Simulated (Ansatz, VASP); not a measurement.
## One calculation of Zn, two programs

File POSCAR:

```
Zn
1.0
    0.0000000000      1.9647760000      1.9647760000
    1.9647760000      0.0000000000      1.9647760000
    1.9647760000      1.9647760000      0.0000000000
Zn
1
Direct
    0.0000000000      0.0000000000      0.0000000000
```

INCAR.step1

```
PREC = Accurate ; ENCUT = 400
EDIFF = 1E-5 ; ISMEAR = -1
SIGMA = 0.1 ; LREAL = F
LASPH = T ; NELM = 120
ALGO = Normal ; ISIF = 2
LWAVE = T ; LCHARG = F
GGA = PE ; NBANDS = 12
GGA_COMPAT = F
```

INCAR.step2

```
PREC = Accurate ; ENCUT = 400
EDIFF = 1E-6 ; ISMEAR = -1
SIGMA = 0.1 ; LREAL = F
LASPH = T ; NELM = 120
ALGO = Normal ; ISIF = 2
LWAVE = F ; LCHARG = F
GGA = PE ; LHFCALC = T
AEXX = 0.25 ; PRECFOCK = Normal
IVDW = 13 ; ISTART = 1
NBANDS = 12 ; GGA_COMPAT = F
```

The input KPOINTS:

```
Automatic mesh
0
Gamma
  7 7 7
```

Contents of input.yaml:

```yaml
crystal:
  lattice: { a: 3.929552, b: 3.929552, c: 3.929552, alpha: 90.0, beta: 90.0, gamma: 90.0 }
  space_group: 225
  reduce_to_primitive: true
  atoms:
    - { symbol: Zn, wyckoff: "4a", position: [0.0, 0.0, 0.0] }
hamiltonian:
  xc: pbe0
  pseudopotentials: { kind: paw }
  dispersion: d4
kpoints:
  mp_grid: { grid: [7, 7, 7] }
scf:
  occupations: { method: fermi_dirac, width: 0.1 }
  n_extra_bands: 6
output:
  forces: true
  stress: true
  eigenvalues: true
  dos: { projected: false, de: 0.05 }
  write_density: true
  write_potential: true
  elf: true
  volumetric_format: npy
```

Alike in both runs: functional PBE0; dispersion D4; k mesh 7 × 7 × 7; occupations fermi-dirac, width 0.1 eV; no spin polarisation.

|  | VASP | Ansatz |
| --- | --- | --- |
| version | VASP 6.6.1 | Ansatz 0.2.0 |
| potentials or method | VASP PAW PBE potentials, release 64 (Zn) | Ansatz PAW |
| plane-wave cutoff (eV) | 400 | 420 |
| valence electrons in the cell | 12 | 12 |
| task | single point | density of states |

```csv
,VASP,Ansatz,Ansatz less VASP
gap on the k mesh at the Fermi level (eV),none,none,-
pressure (GPa),-4.7,-3.9,+0.81
```

A gap of «none» marks a metal or a gap that the smearing closes.

The k mesh is coarse, so the values compare programs but aren't converged.
